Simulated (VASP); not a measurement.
Crystal: Ba2Os.

```xyz
3
Lattice="0.0000 4.1576 0.0000 4.1576 0.0000 0.0000 2.0788 2.0788 -7.3966" Properties=species:S:1:pos:R:3 pbc="T T T"
Os    0.0000    0.0000    0.0000
Ba    2.0788    2.0788   -1.9231
Ba    4.1576    4.1576   -5.4735
```

| Quantity | Value |
| --- | --- |
| Program | VASP 6.6.1 |
| Task | relaxation of cell and atoms |
| Functional | PBEsol |
| Potentials or basis | VASP PAW PBE potentials, release 64 (Os, Ba_sv) |
| Cutoff | 600 eV |
| k mesh | 5 × 5 × 5 |
| Occupations | methfessel-paxton, width 0.05 eV |
| Spin | collinear spin |
| Starting moments | [-1.0, -2.0, 4.0] μB |

At the start: pressure -6.3 GPa; volume 42.62 Å³/atom.

Problem. Where does the relaxation end?

Solution. Over 14 steps the energy falls by 297.7 meV/atom and the volume is 32.28 Å³/atom (-24.3 %); space group I4/mmm (No. 139, to 0.1 Å) before and after; moment 0.07 μB per cell.

Step by step:
| step | energy change (eV) | largest force (eV/Å) | pressure (GPa) | volume (Å³) |
| --- | --- | --- | --- | --- |
| 1 | 0.0000 | 1.2092 | -6.34 | 127.86 |
| 2 | -0.8688 | 0.1331 | -0.75 | 99.11 |
| 3 | -0.8718 | 0.2486 | -0.14 | 97.81 |
| 4 | -0.8883 | 0.1035 | -0.08 | 96.98 |
| 5 | -0.8927 | 0.0157 | 0.01 | 96.27 |
| 6 | -0.8927 | 0.0210 | 0.00 | 96.24 |
| 7 | -0.8928 | 0.0137 | 0.03 | 96.23 |
| 8 | -0.8928 | 0.0031 | 0.07 | 96.21 |
| 9 | -0.8928 | 0.0053 | 0.08 | 96.27 |
| 10 | -0.8929 | 0.0114 | 0.02 | 96.44 |
| 11 | -0.8929 | 0.0226 | -0.08 | 96.80 |
| 12 | -0.8929 | 0.0191 | -0.04 | 96.69 |
| 13 | -0.8930 | 0.0143 | -0.05 | 96.74 |
| 14 | -0.8930 | 0.0066 | -0.03 | 96.83 |

Final structure:
```cif
data_structure
_symmetry_space_group_name_H-M 'P 1'
_symmetry_Int_Tables_number 1
_cell_length_a 3.7229
_cell_length_b 3.7229
_cell_length_c 7.4655
_cell_angle_alpha 75.561
_cell_angle_beta 75.561
_cell_angle_gamma 90.000
_cell_volume 96.83
loop_
_atom_site_label
_atom_site_type_symbol
_atom_site_fract_x
_atom_site_fract_y
_atom_site_fract_z
_atom_site_occupancy
Os1 Os 0.00000 0.00000 0.00000 1
Ba1 Ba 0.37339 0.37339 0.25322 1
Ba2 Ba 0.62661 0.62661 0.74678 1
```

Caveat: the volume moved by over 15 % at a fixed basis, so the end points are rough; the PAW data sets were made with another functional, which shifts forces and pressure a little.
